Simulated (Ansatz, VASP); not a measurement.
## Two plane-wave programs on N

The input INCAR:

```
ALGO     = Normal         # electronic algorithm
EDIFF    = 1E-6           # SCF threshold, eV
ENCUT    = 520            # plane-wave cutoff, eV
GGA      = PE             # functional
ISIF     = 2              # what is computed and relaxed
ISMEAR   = -1             # smearing method
LASPH    = T              # aspherical terms in the spheres
LCHARG   = F              # write CHGCAR
LREAL    = F              # projectors in reciprocal space
LWAVE    = F              # write WAVECAR
NBANDS   = 30             # bands
NELM     = 100            # most SCF steps
PREC     = Accurate       # precision mode
SIGMA    = 0.05           # smearing width, eV
```

KPOINTS

```
k-points
0
Gamma
  5 5 5
```

POSCAR

```
N
1.0
    5.5605176600      0.0000000000      0.0000000000
    0.0000000000      5.5605176600      0.0000000000
    0.0000000000      0.0000000000      5.5605176600
N
8
Direct
    0.0573973300      0.4426026700      0.5573973300
    0.4426026700      0.5573973300      0.0573973300
    0.5573973300      0.0573973300      0.4426026700
    0.9426026700      0.9426026700      0.9426026700
    0.9426026700      0.5573973300      0.4426026700
    0.5573973300      0.4426026700      0.9426026700
    0.4426026700      0.9426026700      0.5573973300
    0.0573973300      0.0573973300      0.0573973300
```

Contents of input.yaml:

```yaml
crystal:
  lattice:
    - [5.56051766, 0.0, 0.0]
    - [0.0, 5.56051766, 0.0]
    - [0.0, 0.0, 5.56051766]
  atoms:
    - { symbol: "N", position: [0.05739733, 0.44260267, 0.55739733] }
    - { symbol: "N", position: [0.44260267, 0.55739733, 0.05739733] }
    - { symbol: "N", position: [0.55739733, 0.05739733, 0.44260267] }
    - { symbol: "N", position: [0.94260267, 0.94260267, 0.94260267] }
    - { symbol: "N", position: [0.94260267, 0.55739733, 0.44260267] }
    - { symbol: "N", position: [0.55739733, 0.44260267, 0.94260267] }
    - { symbol: "N", position: [0.44260267, 0.94260267, 0.55739733] }
    - { symbol: "N", position: [0.05739733, 0.05739733, 0.05739733] }
hamiltonian:
  xc: pbe
  pseudopotentials: { kind: paw }
kpoints:
  mp_grid: { grid: [5, 5, 5] }
scf:
  occupations: { method: fermi_dirac, width: 0.05 }
output:
  forces: true
  stress: true
  eigenvalues: true
  write_density: true
  write_potential: true
  elf: true
  volumetric_format: npy
```

Alike in both runs: task single point; functional PBE; k mesh 5 × 5 × 5; occupations fermi-dirac, width 0.05 eV; no spin polarisation.

```csv
,VASP,Ansatz
version,VASP 6.6.1,Ansatz 0.2.0
potentials or method,"VASP PAW PBE potentials, release 64 (N)",Ansatz PAW
plane-wave cutoff (eV),520,420
valence electrons in the cell,40,40
```

|  | VASP | Ansatz | Ansatz less VASP |
| --- | --- | --- | --- |
| gap on the k mesh at the Fermi level (eV) | 7.24 | 7.28 | +0.044 |
| least direct gap on the mesh (eV) | 7.27 | 7.31 | +0.044 |
| pressure (GPa) | 2.0 | 0.0 | -2.03 |
| rms of the force components (eV/Å) | 0.608 | 0.347 | -0.2606 |

Atom by atom the forces differ by 0.955 eV/Å (rms over components). One of these differences is far larger than is usual between the two programs; its cause wasn't traced.

Noted on VASP's run: the standard files for N, O and F lose accuracy on very short bonds. Noted on Ansatz's run: odd divisions of the mesh miss points on the zone boundary, where band edges often lie, so the gap on the mesh can be too wide.
